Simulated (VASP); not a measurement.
# Rh (I4/mmm) in VASP: single point with LDA

Aim: the single point of Rh with LDA.

Everything below comes from runs of VASP 6.6.1. Logs are shortened: lines on timing, memory, paths and dates and some standing lists are left out, and cuts for length are marked.

## (1) The cell of the first run

The structure is tetragonal, space group I4/mmm (No. 139). Conventional cell: a = 2.492 Å, b = 2.492 Å, c = 3.807 Å, α = 90.00°, β = 90.00°, γ = 90.00°. Within 3.3 Å of Rh (site symmetry 4/mmm) lie 12 Rh at 2.49 to 2.59 Å.

## (2) Single point, LDA (11.82 Å³/atom)

INCAR reads:

```
PREC = Accurate ; ENCUT = 520
EDIFF = 1E-7 ; ISMEAR = 0
SIGMA = 0.15 ; LREAL = F
LASPH = T ; NELM = 80
ALGO = Normal ; ISIF = 2
LWAVE = F ; LCHARG = T
LELF = T ; LVHAR = T
NBANDS = 14
```

KPOINTS reads:

```
Automatic mesh
0
Gamma
  22 22 22
```

POSCAR reads:

```
Rh
1.0
    0.0000000000      1.7618355554      1.9033109505
    1.7618355554      0.0000000000      1.9033109505
    1.7618355554      1.7618355554      0.0000000000
Rh
1
Direct
    0.0000000000      0.0000000000      0.0000000000
```

Potentials or basis: VASP PAW LDA potentials, release 64 (Rh_pv).

The run is started by

```
> cat potpaw_LDA.64/Rh_pv/POTCAR > POTCAR
> mpirun -np 1 vasp_std > vasp.out
```

OUTCAR:

```text
PREC = Accurate
   ENCUT = 520
   EDIFF = 1E-7
   ISMEAR = 0
   LREAL = F
   LASPH = T
   NELM = 80
   ISIF = 2

 ion  position               nearest neighbor table
   1  0.000  0.000  0.000-

  LATTYP: Found a body centered tetragonal cell.
 ALAT       =     2.4916117371
 C/A-ratio  =     1.5277749114

  Lattice vectors:

 A1 = (  -1.7618355554,   0.0000000000,   1.9033109505)
 A2 = (   1.7618355554,   0.0000000000,   1.9033109505)
 A3 = (   0.0000000000,   1.7618355554,  -1.9033109505)

Analysis of symmetry for initial positions (statically):
=====================================================================
 Subroutine PRICEL returns:
 Original cell was already a primitive cell.

 Routine SETGRP: Setting up the symmetry group for a
 body centered tetragonal supercell.

 Subroutine GETGRP returns: Found 16 space group operations
 (whereof 16 operations were pure point group operations)
 out of a pool of 16 trial point group operations.

The static configuration has the point symmetry D_4h.

Analysis of symmetry for dynamics (positions and initial velocities):
=====================================================================
 Subroutine PRICEL returns:
 Original cell was already a primitive cell.

 Routine SETGRP: Setting up the symmetry group for a
 body centered tetragonal supercell.

 Subroutine GETGRP returns: Found 16 space group operations
 (whereof 16 operations were pure point group operations)
 out of a pool of 16 trial point group operations.

The dynamic configuration has the point symmetry D_4h.

 Subroutine INISYM returns: Found 16 space group operations
 (whereof 16 operations are pure point group operations),
 and found     1 'primitive' translations

----------------------------------------------------------------------------------------

                                     Primitive cell

  volume of cell :      11.8160

  direct lattice vectors                    reciprocal lattice vectors
     0.000000000  1.761835555  1.903310951    -0.283794931  0.283794931  0.262700112
     1.761835555  0.000000000  1.903310951     0.283794931 -0.283794931  0.262700112
     1.761835555  1.761835555  0.000000000     0.283794931  0.283794931 -0.262700112

  length of vectors
     2.593579977  2.593579977  2.491611737     0.479677469  0.479677469  0.479677469

  position of ions in fractional coordinates (direct lattice)
     0.000000000  0.000000000  0.000000000

  ion indices of the primitive-cell ions
   primitive index   ion index
                 1           1

----------------------------------------------------------------------------------------

 KPOINTS: Automatic mesh

Automatic generation of k-mesh.
 Grid dimensions read from file:
 generate k-points for:   22   22   22

 Generating k-lattice:

  Cartesian coordinates                     Fractional coordinates (reciprocal lattice)
    -0.012899770  0.012899770  0.011940914     0.045454545  0.000000000  0.000000000
     0.012899770 -0.012899770  0.011940914     0.000000000  0.045454545  0.000000000
     0.012899770  0.012899770 -0.011940914    -0.000000000 -0.000000000  0.045454545

  Length of vectors
     0.021803521  0.021803521  0.021803521

  Shift w.r.t. Gamma in fractional coordinates (k-lattice)
     0.000000000  0.000000000  0.000000000

 Subroutine IBZKPT returns following result:
 ===========================================

 Found    834 irreducible k-points:

 Following reciprocal coordinates:
            Coordinates               Weight
  0.000000  0.000000  0.000000      1.000000
  0.045455 -0.000000  0.000000      8.000000
  0.090909 -0.000000  0.000000      8.000000
  0.136364  0.000000  0.000000      8.000000
  0.181818 -0.000000  0.000000      8.000000
  0.227273  0.000000  0.000000      8.000000
[... 16 lines left out ...]
  0.500000  0.045455  0.000000      8.000000
 -0.454545  0.045455  0.000000      8.000000
 [... further k-points ...]
   k-points           NKPTS =    834   k-points in BZ     NKDIM =    834   number of bands    NBANDS=     14
   number of dos      NEDOS =    301   number of ions     NIONS =      1
   total plane-waves  NPLWV =   8000
   dimension x,y,z NGX =    20 NGY =   20 NGZ =   20
   dimension x,y,z NGXF=    40 NGYF=   40 NGZF=   40
   ions per type =               1
   NGX,Y,Z   is equivalent  to a cutoff of  12.82, 12.82, 13.34 a.u.
   NGXF,Y,Z  is equivalent  to a cutoff of  25.64, 25.64, 26.69 a.u.
 SYSTEM =  unknown system
   PREC   = accura    normal or accurate (medium, high low for compatibility)
   ISTART =      0    job   : 0-new  1-cont  2-samecut
   ICHARG =      2    charge: 1-file 2-atom 10-const
   ISPIN  =      1    spin polarized calculation?
   LNONCOLLINEAR =      F non collinear calculations
   LSORBIT =      F    spin-orbit coupling
   LASPH  =      T    aspherical Exc in radial PAW
   ENCUT  =  520.0 eV  38.22 Ry    6.18 a.u.   4.82  4.82  4.63*2*pi/ulx,y,z
   NELM   =     80;   NELMIN=  2; NELMDL= -5     # of ELM steps
   EDIFF  = 0.1E-06   stopping-criterion for ELM
   LREAL  =      F    real-space projection
   EDIFFG = 0.1E-05   stopping-criterion for IOM
   NSW    =      0    number of steps for IOM
   IBRION =     -1    ionic relax: 0-MD 1-quasi-New 2-CG
   NFREE  =      0    steps in history (QN), initial steepest desc. (CG)
   ISIF   =      2    stress and relaxation
   ISYM   =      2    0-nonsym 1-usesym 2-fastsym
   POTIM  = 0.5000    time-step for ionic-motion
   TEBEG  =    0.0;   TEEND  =   0.0 temperature during run
   PSTRESS=    0.0 pullay stress
   NELECT =      15.0000    total number of electrons
   NUPDOWN=      -1.0000    fix difference up-down
   EMIN   =  10.00;   EMAX   =-10.00  energy-range for DOS
   EFERMI =   0.00;   METHOD = LEGACY
   ISMEAR =     0;   SIGMA  =   0.15  broadening in eV -4-tet -1-fermi 0-gaus
   EFERMI_NEDOS =   21; number of points for ismear=-14 and -15
   IALGO  =     38    algorithm
   IMIX   =      4    mixing-type and parameters
     AMIX     =   0.40;   BMIX     =  1.00
     AMIX_MAG =   1.60;   BMIX_MAG =  1.00
  volume/ion in A,a.u.               =      11.82        79.74
  Fermi-wavevector in a.u.,A,eV,Ry     =   1.772618  3.349762 42.751868  3.142174
  Thomas-Fermi vector in A             =   2.838974
   LORBIT       =      0    0 simple, 1 ext, 2 COOP (PROOUT), +10 PAW based schemes
   GGA     = CA    functional components
   LHFCALC =     F    Hartree Fock is set to
   AEXX    =    0.0000 exact exchange contribution
   IVDW    =     0    specifies the selected vdW correction
   LEPSILON=     F    determine dielectric tensor
   LRPA    =     F    only Hartree local field effects (RPA)
 non-spin polarized calculation
 Gauss-broadening in eV      SIGMA  =   0.15
  energy-cutoff  :      520.00
  volume of cell :       11.82
 maximum number of plane-waves:       340
   NGX =  9   NGY =  9   NGZ =  9

 number of electron      15.0000007 magnetization

 Free energy of the ion-electron system (eV)
  ---------------------------------------------------
  ext. energy  EPLUGINS =         0.00000000
  ---------------------------------------------------
  free energy    TOTEN  =        -8.43557339 eV

  energy without entropy =       -8.42412036  energy(sigma->0) =       -8.42984687

 E-fermi :  14.7416     XC(G=0): -15.3350

 val. band max:       14.7414702787   @ k =   0.4545   0.0455   0.3636
 cond. band min:      14.7463652111   @ k =  -0.4545   0.2727   0.1364
 fundamental gap:      0.0048949324
 Fermi energy:        14.7415637748

 k-point     1 :       0.0000    0.0000    0.0000
  band No.  band energies     occupation
      1     -31.7092      2.00000
      2     -31.6485      2.00000
      3     -31.6485      2.00000
      4       5.5768      2.00000
      5      10.1442      2.00000
      6      11.2258      2.00000
      7      11.2258      2.00000
      8      12.7996      2.00000
      9      14.1494      2.00000
     10      30.5501      0.00000
     11      34.7111      0.00000
     12      34.9488      0.00000
     13      37.7369      0.00000
     14      37.7369      0.00000

 k-point     2 :       0.0455   -0.0000    0.0000
  band No.  band energies     occupation
      1     -31.7210      2.00000
      2     -31.6684      2.00000
      3     -31.6506      2.00000
      4       5.6749      2.00000
      5      10.1674      2.00000
      6      11.1920      2.00000
      7      11.2663      2.00000
      8      12.7869      2.00000
      9      14.1111      2.00000
     10      30.7112      0.00000
     11      34.7103      0.00000
     12      34.9553      0.00000
     13      37.3528      0.00000
     14      37.8996      0.00000

 k-point     3 :       0.0909   -0.0000    0.0000
  band No.  band energies     occupation
      1     -31.7786      2.00000
      2     -31.7028      2.00000
      3     -31.6566      2.00000
      4       5.9587      2.00000
      5      10.2197      2.00000
      6      11.1104      2.00000
      7      11.3805      2.00000
      8      12.7679      2.00000
      9      14.0083      2.00000
     10      31.1650      0.00000
     11      34.6679      0.00000
     12      34.7301      0.00000
     13      36.9030      0.00000
     14      38.3776      0.00000
[... 324 lines left out ...]
 k-point    23 :       0.5000    0.0455    0.0000
  band No.  band energies     occupation
      1     -32.9127      2.00000
      2     -31.9353      2.00000
      3     -31.7536      2.00000
      4       7.2679      2.00000
      5      10.1630      2.00000
      6      11.3292      2.00000
      7      14.5150      1.96736
      8      15.2851      0.00000
      9      16.5418      0.00000
     10      25.1393      0.00000
     11      30.0598      0.00000
     12      34.7134      0.00000
     13      36.7389      0.00000
     14      37.8059      0.00000

 k-point    24 :      -0.4545    0.0455    0.0000
  band No.  band energies     occupation
      1     -32.9114      2.00000
      2     -31.9367      2.00000
      3     -31.7485      2.00000
      4       7.2744      2.00000
      5      10.1956      2.00000
      6      11.3207      2.00000
      7      14.4280      1.99689
      8      15.1774      0.00004
      9      16.6167      0.00000
     10      25.2290      0.00000
     11      30.0951      0.00000
     12      34.7132      0.00000
     13      36.5981      0.00000
     14      38.0679      0.00000

 [... further k-points ...]

------------------------ aborting loop because EDIFF is reached ----------------------------------------

  FORCE on cell =-STRESS in cart. coord.  units (eV):
  Direction    XX          YY          ZZ          XY          YZ          ZX
  --------------------------------------------------------------------------------------
  -------------------------------------------------------------------------------------
  Total        4.4615002      4.4615002      2.2029114      0.0000000      0.0000000     -0.0000000
  in kB      604.9521380    604.9521380    298.7013074      0.0000000      0.0000000     -0.0000000
  external PRESSURE =     502.8685278 kB  Pullay stress =       0.0000000 kB

 VOLUME and BASIS-vectors are now :
 -----------------------------------------------------------------------------
  energy-cutoff  :      520.00
  volume of cell :       11.82
      direct lattice vectors                 reciprocal lattice vectors
     0.000000000  1.761835555  1.903310951    -0.283794931  0.283794931  0.262700112
     1.761835555  0.000000000  1.903310951     0.283794931 -0.283794931  0.262700112
     1.761835555  1.761835555  0.000000000     0.283794931  0.283794931 -0.262700112

 POSITION                                       TOTAL-FORCE (eV/Angst)
 -----------------------------------------------------------------------------------
      0.00000      0.00000      0.00000        -0.000000      0.000000      0.000000
 -----------------------------------------------------------------------------------
    total drift:                               -0.000000     -0.000000     -0.000000

  FREE ENERGIE OF THE ION-ELECTRON SYSTEM (eV)
  ---------------------------------------------------
  free  energy   TOTEN  =        -8.4355733872 eV

  energy  without entropy=       -8.4241203579  energy(sigma->0) =       -8.42984687
```

Run time: 69 s. Hardware: 1 thread of AMD EPYC 9R14 (Zen 4), shared host; peak memory 0.2 GiB.

Results:

| Property | Result |
| --- | --- |
| Free energy | -8.4356 eV |
| Pressure | 50.3 GPa |
| Band gap on the k mesh | zero (an odd number of electrons rules out a gap without spin polarisation) |

Caveat: the stress differs along the axes, from 30 to 60 GPa.
